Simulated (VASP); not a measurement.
A run of VASP 6.6.1 is set up as follows.

INCAR

```
ALGO = Normal
EDIFF = 1E-7
ENCUT = 520
GGA = PE
ISIF = 2
ISMEAR = -1
LASPH = True
LCHARG = False
LREAL = False
LWAVE = False
NBANDS = 25
NELM = 60
PREC = Accurate
SIGMA = 0.1
```

KPOINTS

```
k-points
0
Gamma
  11 11 15
```

File POSCAR:

```
Zn
1.0
    4.4232839110      0.0000000000      0.0000000000
   -2.2116419555      3.8306762351      0.0000000000
    0.0000000000      0.0000000000      2.6501642602
Zn
3
Direct
    0.0000000000      1.0000000000      0.0000000000
    0.3333333333      0.6666666667      0.5000000000
    0.6666666667      0.3333333333      0.5000000000
```

Potentials or basis: VASP PAW PBE potentials, release 64 (Zn).

Command:

```sh
$ cat potpaw_PBE.64/Zn/POTCAR > POTCAR
$ mpirun -np 1 vasp_std > vasp.out
```

(1) Predict the pressure.

(2) What does it give for the band gap on the k mesh?

Results:

(1) 3.2 GPa.

(2) zero (band 18 reaches 7.47 eV, above the bottom of band 19 at 2.24 eV).
